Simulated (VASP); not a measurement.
# ZnCu (Pm-3m) in VASP: further runs

ZnCu is run at these levels: PBE; tasks: single point.

Program: VASP 6.6.1. These are calculated values, not measurements. Logs are shortened: lines on timing, memory, paths and dates and some standing lists are left out, and cuts for length are marked.

## 1. The cell of the first run

Symmetry: Pm-3m, No. 221, cubic system. Conventional cell: a = 2.945 Å, b = 2.945 Å, c = 2.945 Å, α = 90.00°, β = 90.00°, γ = 90.00°. Within 3.4 Å of Zn (site symmetry m-3m) lie 8 Cu at 2.55 Å and 6 Zn at 2.94 Å. Within 3.4 Å of Cu (site symmetry m-3m) lie 8 Zn at 2.55 Å and 6 Cu at 2.94 Å.

## 2. Single point, PBE

INCAR

```
SYSTEM = ZnCu
  PREC = Accurate
  ENCUT = 520
  EDIFF = 1E-6
  ISMEAR = 0
  SIGMA = 0.1
  LREAL = .FALSE.
  LASPH = .TRUE.
  NELM = 100
  ALGO = Normal
  ISIF = 2
  LWAVE = .FALSE.
  LCHARG = .FALSE.
  GGA = PE
  NBANDS = 18
```

KPOINTS

```
regular mesh
0
G
  5 5 5
  0 0 0
```

POSCAR

```
ZnCu
1.0
    2.9450000000      0.0000000000      0.0000000000
    0.0000000000      2.9450000000      0.0000000000
    0.0000000000      0.0000000000      2.9450000000
Zn Cu
1 1
Direct
    0.5000000000      0.5000000000      0.5000000000
    0.0000000000      0.0000000000      0.0000000000
```

Potentials or basis: VASP PAW PBE potentials, release 64 (Zn, Cu).

The run is started by

```bash
$ cat potpaw_PBE.64/Zn/POTCAR potpaw_PBE.64/Cu/POTCAR > POTCAR
$ mpirun -np 1 vasp_std > vasp.out
```

OUTCAR:

```text
SYSTEM = ZnCu
   PREC = Accurate
   ENCUT = 520
   EDIFF = 1E-6
   ISMEAR = 0
   LREAL = .FALSE.
   LASPH = .TRUE.
   NELM = 100
   ISIF = 2
   GGA = PE

 ion  position               nearest neighbor table
   1  0.500  0.500  0.500-   2 2.55   2 2.55   2 2.55   2 2.55   2 2.55   2 2.55   2 2.55   2 2.55

   2  0.000  0.000  0.000-   1 2.55   1 2.55   1 2.55   1 2.55   1 2.55   1 2.55   1 2.55   1 2.55

  LATTYP: Found a simple cubic cell.
 ALAT       =     2.9450000000

  Lattice vectors:

 A1 = (   2.9450000000,   0.0000000000,   0.0000000000)
 A2 = (   0.0000000000,   2.9450000000,   0.0000000000)
 A3 = (   0.0000000000,   0.0000000000,   2.9450000000)

Analysis of symmetry for initial positions (statically):
=====================================================================
 Subroutine PRICEL returns:
 Original cell was already a primitive cell.

 Routine SETGRP: Setting up the symmetry group for a
 simple cubic supercell.

 Subroutine GETGRP returns: Found 48 space group operations
[... 9 lines left out ...]

 Routine SETGRP: Setting up the symmetry group for a
 simple cubic supercell.

 Subroutine GETGRP returns: Found 48 space group operations
[... 11 lines left out ...]
                                     Primitive cell

  volume of cell :      25.5421

  direct lattice vectors                    reciprocal lattice vectors
     2.945000000  0.000000000  0.000000000     0.339558574  0.000000000  0.000000000
     0.000000000  2.945000000  0.000000000     0.000000000  0.339558574  0.000000000
     0.000000000  0.000000000  2.945000000     0.000000000  0.000000000  0.339558574

  length of vectors
     2.945000000  2.945000000  2.945000000     0.339558574  0.339558574  0.339558574

  position of ions in fractional coordinates (direct lattice)
     0.500000000  0.500000000  0.500000000
     0.000000000  0.000000000  0.000000000

  ion indices of the primitive-cell ions
   primitive index   ion index
                 1           1
                 2           2

----------------------------------------------------------------------------------------

 KPOINTS: regular mesh

Automatic generation of k-mesh.
 Grid dimensions read from file:
 generate k-points for:    5    5    5

 Generating k-lattice:

  Cartesian coordinates                     Fractional coordinates (reciprocal lattice)
     0.067911715  0.000000000  0.000000000     0.200000000  0.000000000  0.000000000
     0.000000000  0.067911715  0.000000000     0.000000000  0.200000000  0.000000000
     0.000000000  0.000000000  0.067911715     0.000000000  0.000000000  0.200000000

  Length of vectors
     0.067911715  0.067911715  0.067911715

  Shift w.r.t. Gamma in fractional coordinates (k-lattice)
     0.000000000  0.000000000  0.000000000

 Subroutine IBZKPT returns following result:
 ===========================================

 Found     10 irreducible k-points:

 Following reciprocal coordinates:
            Coordinates               Weight
  0.000000  0.000000  0.000000      1.000000
  0.200000  0.000000  0.000000      6.000000
  0.400000  0.000000  0.000000      6.000000
  0.200000  0.200000  0.000000     12.000000
  0.400000  0.200000  0.000000     24.000000
  0.400000  0.400000  0.000000     12.000000
  0.200000  0.200000  0.200000      8.000000
  0.400000  0.200000  0.200000     24.000000
  0.400000  0.400000  0.200000     24.000000
  0.400000  0.400000  0.400000      8.000000
   k-points           NKPTS =     10   k-points in BZ     NKDIM =     10   number of bands    NBANDS=     18
   number of dos      NEDOS =    301   number of ions     NIONS =      2
   total plane-waves  NPLWV =  13824
   dimension x,y,z NGX =    24 NGY =   24 NGZ =   24
   dimension x,y,z NGXF=    48 NGYF=   48 NGZF=   48
   ions per type =               1   1
   NGX,Y,Z   is equivalent  to a cutoff of  13.55, 13.55, 13.55 a.u.
   NGXF,Y,Z  is equivalent  to a cutoff of  27.10, 27.10, 27.10 a.u.
 SYSTEM =  ZnCu
   PREC   = accura    normal or accurate (medium, high low for compatibility)
   ISTART =      0    job   : 0-new  1-cont  2-samecut
   ICHARG =      2    charge: 1-file 2-atom 10-const
   ISPIN  =      1    spin polarized calculation?
   LNONCOLLINEAR =      F non collinear calculations
   LSORBIT =      F    spin-orbit coupling
   LASPH  =      T    aspherical Exc in radial PAW
   ENCUT  =  520.0 eV  38.22 Ry    6.18 a.u.   5.48  5.48  5.48*2*pi/ulx,y,z
   NELM   =    100;   NELMIN=  2; NELMDL= -5     # of ELM steps
   EDIFF  = 0.1E-05   stopping-criterion for ELM
   LREAL  =      F    real-space projection
   EDIFFG = 0.1E-04   stopping-criterion for IOM
   NSW    =      0    number of steps for IOM
   IBRION =     -1    ionic relax: 0-MD 1-quasi-New 2-CG
   NFREE  =      0    steps in history (QN), initial steepest desc. (CG)
   ISIF   =      2    stress and relaxation
   ISYM   =      2    0-nonsym 1-usesym 2-fastsym
   POTIM  = 0.5000    time-step for ionic-motion
   TEBEG  =    0.0;   TEEND  =   0.0 temperature during run
   PSTRESS=    0.0 pullay stress
   NELECT =      23.0000    total number of electrons
   NUPDOWN=      -1.0000    fix difference up-down
   EMIN   =  10.00;   EMAX   =-10.00  energy-range for DOS
   EFERMI =   0.00;   METHOD = LEGACY
   ISMEAR =     0;   SIGMA  =   0.10  broadening in eV -4-tet -1-fermi 0-gaus
   EFERMI_NEDOS =   21; number of points for ismear=-14 and -15
   IALGO  =     38    algorithm
   IMIX   =      4    mixing-type and parameters
     AMIX     =   0.40;   BMIX     =  1.00
     AMIX_MAG =   1.60;   BMIX_MAG =  1.00
  volume/ion in A,a.u.               =      12.77        86.18
  Fermi-wavevector in a.u.,A,eV,Ry     =   1.580880  2.987429 34.003415  2.499180
  Thomas-Fermi vector in A             =   2.681040
   LORBIT       =      0    0 simple, 1 ext, 2 COOP (PROOUT), +10 PAW based schemes
   GGA     = PE    functional components
   LHFCALC =     F    Hartree Fock is set to
   AEXX    =    0.0000 exact exchange contribution
   IVDW    =     0    specifies the selected vdW correction
   LEPSILON=     F    determine dielectric tensor
   LRPA    =     F    only Hartree local field effects (RPA)
 non-spin polarized calculation
 Gauss-broadening in eV      SIGMA  =   0.10
  energy-cutoff  :      520.00
  volume of cell :       25.54
 maximum number of plane-waves:       698
 NGX is ok and might be reduce to    24
   NGX = 11   NGY = 11   NGZ = 11

 number of electron      23.0000000 magnetization

 Free energy of the ion-electron system (eV)
  ---------------------------------------------------
  ext. energy  EPLUGINS =         0.00000000
  ---------------------------------------------------
  free energy    TOTEN  =        -5.01768771 eV

  energy without entropy =       -5.01378506  energy(sigma->0) =       -5.01573638

 E-fermi :   5.6425     XC(G=0): -12.3989

 val. band max:        5.6335192730   @ k =   0.4000   0.4000   0.4000
 cond. band min:       5.8300994737   @ k =   0.4000   0.4000   0.2000
 fundamental gap:      0.1965802007
 Fermi energy:         5.6425004283

 k-point     1 :       0.0000    0.0000    0.0000
  band No.  band energies     occupation
      1      -4.7948      2.00000
      2      -2.3030      2.00000
      3      -2.3030      2.00000
      4      -1.6083      2.00000
      5      -1.6083      2.00000
      6      -1.6083      2.00000
[... 10 lines left out ...]
     17      17.8279      0.00000
     18      28.9817      0.00000

 k-point     2 :       0.2000    0.0000    0.0000
  band No.  band energies     occupation
      1      -4.0850      2.00000
      2      -2.2276      2.00000
      3      -2.1527      2.00000
      4      -1.6653      2.00000
      5      -1.6653      2.00000
      6      -1.5800      2.00000
[... 10 lines left out ...]
     17      22.5980      0.00000
     18      24.8011      0.00000

 k-point     3 :       0.4000    0.0000    0.0000
  band No.  band energies     occupation
      1      -2.5285      2.00000
      2      -2.1008      2.00000
      3      -1.7566      2.00000
      4      -1.7566      2.00000
      5      -1.5333      2.00000
      6      -1.4241      2.00000
[... 10 lines left out ...]
     17      19.7672      0.00000
     18      19.7672      0.00000

 k-point     4 :       0.2000    0.2000    0.0000
  band No.  band energies     occupation
      1      -3.4294      2.00000
      2      -2.1474      2.00000
      3      -2.0342      2.00000
      4      -1.6955      2.00000
      5      -1.6951      2.00000
      6      -1.6240      2.00000
[... 10 lines left out ...]
     17      22.5302      0.00000
     18      23.6110      0.00000

 k-point     5 :       0.4000    0.2000    0.0000
  band No.  band energies     occupation
      1      -2.3302      2.00000
      2      -2.1036      2.00000
      3      -1.8809      2.00000
      4      -1.7880      2.00000
      5      -1.6495      2.00000
      6      -0.7819      2.00000
[... 10 lines left out ...]
     17      20.3476      0.00000
     18      21.6272      0.00000

 k-point     6 :       0.4000    0.4000    0.0000
  band No.  band energies     occupation
      1      -2.4359      2.00000
      2      -2.1810      2.00000
      3      -1.8433      2.00000
      4      -1.8192      2.00000
      5      -1.4495      2.00000
      6       0.5012      2.00000
[... 10 lines left out ...]
     17      21.0934      0.00000
     18      21.4891      0.00000

 k-point     7 :       0.2000    0.2000    0.2000
  band No.  band energies     occupation
      1      -2.8331      2.00000
      2      -1.9982      2.00000
      3      -1.9982      2.00000
      4      -1.7700      2.00000
      5      -1.7700      2.00000
      6      -1.5845      2.00000
[... 10 lines left out ...]
     17      20.0811      0.00000
     18      23.1223      0.00000

 k-point     8 :       0.4000    0.2000    0.2000
  band No.  band energies     occupation
      1      -2.2010      2.00000
      2      -1.9446      2.00000
      3      -1.8824      2.00000
      4      -1.8774      2.00000
      5      -1.7564      2.00000
      6      -0.3957      2.00000
[... 10 lines left out ...]
     17      21.4022      0.00000
     18      23.6356      0.00000

 k-point     9 :       0.4000    0.4000    0.2000
  band No.  band energies     occupation
      1      -2.3309      2.00000
      2      -1.9602      2.00000
      3      -1.9570      2.00000
      4      -1.8823      2.00000
      5      -1.4410      2.00000
      6       0.6127      2.00000
[... 10 lines left out ...]
     17      17.0184      0.00000
     18      20.2075      0.00000

 k-point    10 :       0.4000    0.4000    0.4000
  band No.  band energies     occupation
      1      -2.2076      2.00000
      2      -2.1285      2.00000
      3      -2.1285      2.00000
      4      -1.4303      2.00000
      5      -1.4303      2.00000
      6       0.9864      2.00000
[... 10 lines left out ...]
     17      12.4566      0.00000
     18      15.8016      0.00000

------------------------ aborting loop because EDIFF is reached ----------------------------------------

  FORCE on cell =-STRESS in cart. coord.  units (eV):
  Direction    XX          YY          ZZ          XY          YZ          ZX
  --------------------------------------------------------------------------------------
  -------------------------------------------------------------------------------------
  Total        0.5699378      0.5699378      0.5699378      0.0000000      0.0000000     -0.0000000
  in kB       35.7505025     35.7505025     35.7505025      0.0000000      0.0000000     -0.0000000
  external PRESSURE =      35.7505025 kB  Pullay stress =       0.0000000 kB

 VOLUME and BASIS-vectors are now :
 -----------------------------------------------------------------------------
  energy-cutoff  :      520.00
  volume of cell :       25.54
      direct lattice vectors                 reciprocal lattice vectors
     2.945000000  0.000000000  0.000000000     0.339558574  0.000000000  0.000000000
     0.000000000  2.945000000  0.000000000     0.000000000  0.339558574  0.000000000
     0.000000000  0.000000000  2.945000000     0.000000000  0.000000000  0.339558574

 POSITION                                       TOTAL-FORCE (eV/Angst)
 -----------------------------------------------------------------------------------
      1.47250      1.47250      1.47250         0.000000      0.000000      0.000000
      0.00000      0.00000      0.00000         0.000000      0.000000      0.000000
 -----------------------------------------------------------------------------------
    total drift:                                0.000000      0.000000     -0.000000

  FREE ENERGIE OF THE ION-ELECTRON SYSTEM (eV)
  ---------------------------------------------------
  free  energy   TOTEN  =        -5.0176877083 eV

  energy  without entropy=       -5.0137850573  energy(sigma->0) =       -5.01573638
```

Run time: 4.5 s. Hardware: 1 thread of Intel Xeon 6975P-C (Granite Rapids), shared host; peak memory 0.13 GiB.

Results:

| Quantity | Value |
| --- | --- |
| Free energy | -5.0177 eV |
| Pressure | 3.6 GPa |

Levels at points of the mesh, in eV from the Fermi level:
```tsv
k point	band 8	band 9	band 10	band 11	band 12	band 13	band 14	band 15
(0.00, 0.00, 0.00)	-3.66	-2.81	-2.81	-2.81	6.13	6.13	6.13	11.16
```

Caveat: the k points lie up to 0.43 Å⁻¹ apart.

## 3. Single point, PBE

INCAR

```
SYSTEM = ZnCu
PREC = Accurate
ENCUT = 520
EDIFF = 1E-7
ISMEAR = 0
SIGMA = 0.1
LREAL = .FALSE.
LASPH = .TRUE.
NELM = 80
ALGO = Normal
ISIF = 2
LWAVE = .FALSE.
LCHARG = .TRUE.
GGA = PE
LELF = .TRUE.
LVHAR = .TRUE.
NBANDS = 18
```

KPOINTS

```
regular mesh
0
G
  6 6 6
  0 0 0
```

POSCAR is that of step 2.

Potentials or basis: VASP PAW PBE potentials, release 64 (Zn, Cu).

The run is started by

```bash
$ cat potpaw_PBE.64/Zn/POTCAR potpaw_PBE.64/Cu/POTCAR > POTCAR
$ mpirun -np 1 vasp_std > vasp.out
```

It took 6.4 s on 1 thread of Intel Xeon 6975P-C (Granite Rapids), shared host; peak memory 0.13 GiB.

Results (log left out):

| Property | Result |
| --- | --- |
| Free energy | -4.9268 eV |
| Pressure | 3.5 GPa |

Levels at points of the mesh, in eV from the Fermi level:
```
           k point  band 8  band 9  band 10  band 11  band 12  band 13  band 14  band 15
(0.00, 0.00, 0.00)   -3.57   -2.73    -2.73    -2.73     6.26     6.26     6.26    11.28
(0.50, 0.00, 0.00)   -3.69   -3.27    -3.27    -2.80    -2.00    11.74    11.74    12.37
(0.50, 0.50, 0.00)   -2.88   -2.88    -2.50    -1.86    -1.86     1.78     2.13    13.97
(0.50, 0.50, 0.50)   -4.28   -2.48    -2.48     3.89     4.37     4.37     4.37     4.54
```

(Continued in part 2 of 2.)
